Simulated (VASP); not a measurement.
# C (Fd-3m) in VASP: notebook

C is run at these levels: PBE, r2SCAN; tasks: dielectric tensor.

Program: VASP 6.6.1. These are calculated values, not measurements. Logs are shortened: lines on timing, memory, paths and dates and some standing lists are left out, and cuts for length are marked.

## Step 1: The cell of the first run

Symmetry: Fd-3m, No. 227, cubic system. Conventional cell: a = 3.560 Å, b = 3.560 Å, c = 3.560 Å, α = 90.00°, β = 90.00°, γ = 90.00°. Within 2.1 Å of C (site symmetry -43m) lie 4 C at 1.54 Å.

## Step 2: Dielectric tensor, PBE

Contents of INCAR:

```
PREC = Accurate
ENCUT = 520
EDIFF = 1E-8
ISMEAR = 0
SIGMA = 0.01
LREAL = False
LASPH = True
NELM = 80
ALGO = Normal
ISIF = 2
LWAVE = False
LCHARG = False
GGA = PE
LEPSILON = True
```

Contents of KPOINTS:

```
Automatic mesh
0
Gamma
  10 10 10
```

Contents of POSCAR:

```
C
1.0
    0.0000000000      1.7801241426      1.7801241426
    1.7801241426      0.0000000000      1.7801241426
    1.7801241426      1.7801241426      0.0000000000
C
2
Direct
    0.0000000000      0.0000000000      0.0000000000
    0.2500000000      0.2500000000      0.2500000000
```

Potentials or basis: VASP PAW PBE potentials, release 64 (C).

The run is started by

```
cat potpaw_PBE.64/C/POTCAR > POTCAR
mpirun -np 1 vasp_std > vasp.out
```

OUTCAR:

```text
PREC = Accurate
   ENCUT = 520
   EDIFF = 1E-8
   ISMEAR = 0
   LREAL = False
   LASPH = True
   NELM = 80
   ISIF = 2
   GGA = PE
   LEPSILON = True

 ion  position               nearest neighbor table
   1  0.000  0.000  0.000-   2 1.54   2 1.54   2 1.54   2 1.54
   2  0.250  0.250  0.250-   1 1.54   1 1.54   1 1.54   1 1.54

  LATTYP: Found a face centered cubic cell.
 ALAT       =     3.5602482852

  Lattice vectors:

 A1 = (   0.0000000000,   1.7801241426,   1.7801241426)
 A2 = (   1.7801241426,   0.0000000000,   1.7801241426)
 A3 = (   1.7801241426,   1.7801241426,   0.0000000000)

Analysis of symmetry for initial positions (statically):
=====================================================================
 Subroutine PRICEL returns:
 Original cell was already a primitive cell.

 Routine SETGRP: Setting up the symmetry group for a
 face centered cubic supercell.

 Subroutine GETGRP returns: Found 48 space group operations
 (whereof 24 operations were pure point group operations)
 out of a pool of 48 trial point group operations.

The static configuration has the point symmetry T_d .
 The point group associated with its full space group is O_h .

Analysis of symmetry for dynamics (positions and initial velocities):
=====================================================================
 Subroutine PRICEL returns:
 Original cell was already a primitive cell.

 Routine SETGRP: Setting up the symmetry group for a
 face centered cubic supercell.

 Subroutine GETGRP returns: Found 48 space group operations
 (whereof 24 operations were pure point group operations)
 out of a pool of 48 trial point group operations.

The dynamic configuration has the point symmetry T_d .
 The point group associated with its full space group is O_h .

 Subroutine INISYM returns: Found 48 space group operations
 (whereof 24 operations are pure point group operations),
 and found     1 'primitive' translations

----------------------------------------------------------------------------------------

                                     Primitive cell

  volume of cell :      11.2819

  direct lattice vectors                    reciprocal lattice vectors
     0.000000000  1.780124143  1.780124143    -0.280879287  0.280879287  0.280879287
     1.780124143  0.000000000  1.780124143     0.280879287 -0.280879287  0.280879287
     1.780124143  1.780124143  0.000000000     0.280879287  0.280879287 -0.280879287

  length of vectors
     2.517475705  2.517475705  2.517475705     0.486497196  0.486497196  0.486497196

  position of ions in fractional coordinates (direct lattice)
     0.000000000  0.000000000  0.000000000
     0.250000000  0.250000000  0.250000000

  ion indices of the primitive-cell ions
   primitive index   ion index
                 1           1
                 2           2

----------------------------------------------------------------------------------------

 KPOINTS: Automatic mesh

Automatic generation of k-mesh.
 Grid dimensions read from file:
 generate k-points for:   10   10   10

 Generating k-lattice:

  Cartesian coordinates                     Fractional coordinates (reciprocal lattice)
    -0.028087929  0.028087929  0.028087929     0.100000000  0.000000000  0.000000000
     0.028087929 -0.028087929  0.028087929     0.000000000  0.100000000  0.000000000
     0.028087929  0.028087929 -0.028087929     0.000000000  0.000000000  0.100000000

  Length of vectors
     0.048649720  0.048649720  0.048649720

  Shift w.r.t. Gamma in fractional coordinates (k-lattice)
     0.000000000  0.000000000  0.000000000

 Subroutine IBZKPT returns following result:
 ===========================================

 Found     47 irreducible k-points:

 Following reciprocal coordinates:
            Coordinates               Weight
  0.000000  0.000000  0.000000      1.000000
  0.100000  0.000000  0.000000      8.000000
  0.200000  0.000000  0.000000      8.000000
  0.300000  0.000000  0.000000      8.000000
  0.400000  0.000000  0.000000      8.000000
  0.500000  0.000000  0.000000      4.000000
[... 16 lines left out ...]
  0.300000  0.300000  0.000000      6.000000
  0.400000  0.300000  0.000000     24.000000
 [... further k-points ...]
   k-points           NKPTS =     47   k-points in BZ     NKDIM =     47   number of bands    NBANDS=      8
   number of dos      NEDOS =    301   number of ions     NIONS =      2
   total plane-waves  NPLWV =   8000
   dimension x,y,z NGX =    20 NGY =   20 NGZ =   20
   dimension x,y,z NGXF=    40 NGYF=   40 NGZF=   40
   ions per type =               2
   NGX,Y,Z   is equivalent  to a cutoff of  13.21, 13.21, 13.21 a.u.
   NGXF,Y,Z  is equivalent  to a cutoff of  26.41, 26.41, 26.41 a.u.
 SYSTEM =  unknown system
   PREC   = accura    normal or accurate (medium, high low for compatibility)
   ISTART =      0    job   : 0-new  1-cont  2-samecut
   ICHARG =      2    charge: 1-file 2-atom 10-const
   ISPIN  =      1    spin polarized calculation?
   LNONCOLLINEAR =      F non collinear calculations
   LSORBIT =      F    spin-orbit coupling
   LASPH  =      T    aspherical Exc in radial PAW
   ENCUT  =  520.0 eV  38.22 Ry    6.18 a.u.   4.68  4.68  4.68*2*pi/ulx,y,z
   NELM   =     80;   NELMIN=  2; NELMDL= -5     # of ELM steps
   EDIFF  = 0.1E-07   stopping-criterion for ELM
   LREAL  =      F    real-space projection
   EDIFFG = 0.1E-06   stopping-criterion for IOM
   NSW    =      0    number of steps for IOM
   IBRION =     -1    ionic relax: 0-MD 1-quasi-New 2-CG
   NFREE  =      0    steps in history (QN), initial steepest desc. (CG)
   ISIF   =      2    stress and relaxation
   ISYM   =      2    0-nonsym 1-usesym 2-fastsym
   POTIM  = 0.5000    time-step for ionic-motion
   TEBEG  =    0.0;   TEEND  =   0.0 temperature during run
   PSTRESS=    0.0 pullay stress
   NELECT =       8.0000    total number of electrons
   NUPDOWN=      -1.0000    fix difference up-down
   EMIN   =  10.00;   EMAX   =-10.00  energy-range for DOS
   EFERMI =   0.00;   METHOD = LEGACY
   ISMEAR =     0;   SIGMA  =   0.01  broadening in eV -4-tet -1-fermi 0-gaus
   EFERMI_NEDOS =   21; number of points for ismear=-14 and -15
   IALGO  =     38    algorithm
   IMIX   =      4    mixing-type and parameters
     AMIX     =   0.40;   BMIX     =  1.00
     AMIX_MAG =   1.60;   BMIX_MAG =  1.00
  volume/ion in A,a.u.               =       5.64        38.07
  Fermi-wavevector in a.u.,A,eV,Ry     =   1.459860  2.758735 28.996616  2.131191
  Thomas-Fermi vector in A             =   2.576377
   LORBIT       =      0    0 simple, 1 ext, 2 COOP (PROOUT), +10 PAW based schemes
   GGA     = PE    functional components
   LHFCALC =     F    Hartree Fock is set to
   AEXX    =    0.0000 exact exchange contribution
   IVDW    =     0    specifies the selected vdW correction
   LEPSILON=     T    determine dielectric tensor
   LRPA    =     F    only Hartree local field effects (RPA)
 non-spin polarized calculation
 Gauss-broadening in eV      SIGMA  =   0.01
  energy-cutoff  :      520.00
  volume of cell :       11.28
 maximum number of plane-waves:       318
   NGX =  9   NGY =  9   NGZ =  9

--------------------------------------- Ionic step        1  -------------------------------------------

 number of electron       7.9999999 magnetization

 E-fermi :   9.8805     XC(G=0): -13.2783

 val. band max:        9.8093637470   @ k =   0.0000   0.0000   0.0000
 cond. band min:      13.9902131909   @ k =   0.4000   0.4000   0.0000
 fundamental gap:      4.1808494439
 Fermi energy:         9.8804859316

 k-point     1 :       0.0000    0.0000    0.0000
  band No.  band energies     occupation
      1     -11.7416      2.00000
      2       9.8094      2.00000
      3       9.8094      2.00000
      4       9.8094      2.00000
      5      15.4143      0.00000
      6      15.4143      0.00000
      7      15.4143      0.00000
      8      23.2669      0.00000
[... 243 lines left out ...]
 k-point    24 :       0.4000    0.3000    0.0000
  band No.  band energies     occupation
      1      -7.1329      2.00000
      2       1.7342      2.00000
      3       3.7966      2.00000
      4       4.4240      2.00000
      5      14.6156      0.00000
      6      17.8491      0.00000
      7      23.9545      0.00000
      8      24.0158      0.00000

 [... further k-points ...]

  FORCE on cell =-STRESS in cart. coord.  units (eV):
  Direction    XX          YY          ZZ          XY          YZ          ZX
  --------------------------------------------------------------------------------------
  -------------------------------------------------------------------------------------
  Total        0.3456569      0.3456569      0.3456569      0.0000000      0.0000000     -0.0000000
  in kB       49.0879503     49.0879503     49.0879503      0.0000000      0.0000000     -0.0000000
  external PRESSURE =      49.0879503 kB  Pullay stress =       0.0000000 kB

 VOLUME and BASIS-vectors are now :
 -----------------------------------------------------------------------------
  energy-cutoff  :      520.00
  volume of cell :       11.28
      direct lattice vectors                 reciprocal lattice vectors
     0.000000000  1.780124143  1.780124143    -0.280879287  0.280879287  0.280879287
     1.780124143  0.000000000  1.780124143     0.280879287 -0.280879287  0.280879287
     1.780124143  1.780124143  0.000000000     0.280879287  0.280879287 -0.280879287

 POSITION                                       TOTAL-FORCE (eV/Angst)
 -----------------------------------------------------------------------------------
      0.00000      0.00000      0.00000        -0.000000     -0.000000     -0.000000
      0.89006      0.89006      0.89006         0.000000      0.000000      0.000000
 -----------------------------------------------------------------------------------
    total drift:                                0.000000      0.000000      0.000000

  FREE ENERGIE OF THE ION-ELECTRON SYSTEM (eV)
  ---------------------------------------------------
  free  energy   TOTEN  =       -18.1836556859 eV

  energy  without entropy=      -18.1836556859  energy(sigma->0) =      -18.18365569

 HEAD OF MICROSCOPIC STATIC DIELECTRIC TENSOR (INDEPENDENT PARTICLE, excluding Hartree and local field effects)
 ------------------------------------------------------
           5.957087    -0.000000     0.000000
           0.000000     5.957087     0.000000
          -0.000000    -0.000000     5.957087
 ------------------------------------------------------

 Free energy of the ion-electron system (eV)
  ---------------------------------------------------
  ---------------------------------------------------
  free energy    TOTEN  =        -0.16276813 eV

  energy without entropy =       -0.16276813

------------------------ aborting loop because EDIFF is reached ----------------------------------------

--------------------------------------- Ionic step        2  -------------------------------------------

------------------------ aborting loop because EDIFF is reached ----------------------------------------

--------------------------------------- Ionic step        3  -------------------------------------------

 Free energy of the ion-electron system (eV)
  ---------------------------------------------------
  ---------------------------------------------------
  free energy    TOTEN  =        -0.16276813 eV

  energy without entropy =       -0.16276813

------------------------ aborting loop because EDIFF is reached ----------------------------------------

 PIEZOELECTRIC TENSOR FIELD DIRECTION 3  (e Angst)
 -----------------------------------------------------------------------------
    -0.00002  0.00000  0.00000           ( -0.00000  0.00000  0.00000)
    -0.00000 -0.00002  0.00000           (  0.00000 -0.00000  0.00000)
     0.00000  0.00000 -0.00041           (  0.00000  0.00000 -0.00001)

 PIEZOELECTRIC TENSOR FIELD DIRECTION 3  (C/m^2)
 -----------------------------------------------------------------------------
    -0.00003  0.00000  0.00000
    -0.00000 -0.00003  0.00000
     0.00000  0.00000 -0.00058

 MACROSCOPIC STATIC DIELECTRIC TENSOR (including local field effects in DFT)
 ------------------------------------------------------
           5.850365    -0.000000     0.000000
           0.000000     5.850365    -0.000000
           0.000000    -0.000000     5.850365
 ------------------------------------------------------

 PIEZOELECTRIC TENSOR (including local field effects)  for field in x, y, z        (e  Angst)
          XX          YY          ZZ          XY          YZ          ZX
  --------------------------------------------------------------------------------
  x     0.00000     0.00000     0.00000     0.00000    -0.00000    -0.00000
  y    -0.00000     0.00000    -0.00000    -0.00000     0.00000    -0.00000
  z     0.00000     0.00000     0.00000     0.00000    -0.00000     0.00000

 PIEZOELECTRIC TENSOR (including local field effects)  for field in x, y, z        (C/m^2)
          XX          YY          ZZ          XY          YZ          ZX
  --------------------------------------------------------------------------------
  x     0.00000     0.00000     0.00000     0.00000    -0.00000    -0.00000
  y    -0.00000     0.00000    -0.00000    -0.00000     0.00000    -0.00000
  z     0.00000     0.00000     0.00000     0.00000    -0.00000     0.00000

 BORN EFFECTIVE CHARGES (including local field effects) (in |e|, cummulative output)
 ---------------------------------------------------------------------------------
 ion    1
    1     0.00000     0.00000     0.00000
    2     0.00000     0.00000     0.00000
    3     0.00000     0.00000     0.00000
 ion    2
    1     0.00000     0.00000     0.00000
    2     0.00000     0.00000     0.00000
    3     0.00000     0.00000     0.00000
```

Run time: 35 s. Hardware: 1 thread of Intel Xeon Platinum 8124M at 3.00GHz (Skylake/Cascade Lake), shared host; peak memory 0.14 GiB.

What came out:

```yaml
Band_gap_on_the_k_mesh: 4.18 eV (least direct gap 5.60 eV)
Electronic_dielectric_tensor_diagonal: 5.85
Born_charges_mean_of_the_diagonal: C +0.00 e
```

Electronic dielectric tensor:
```
5.85 0.00 0.00
0.00 5.85 0.00
0.00 0.00 5.85
```

Born effective charge tensors (e):
atom 1, C
```
0.00 0.00 0.00
0.00 0.00 0.00
0.00 0.00 0.00
```
atom 2, C
```
0.00 0.00 0.00
0.00 0.00 0.00
0.00 0.00 0.00
```

(Continued in part 2 of 2.)

The gap in the log of VASP goes by the Fermi energy; the results here count the filled bands.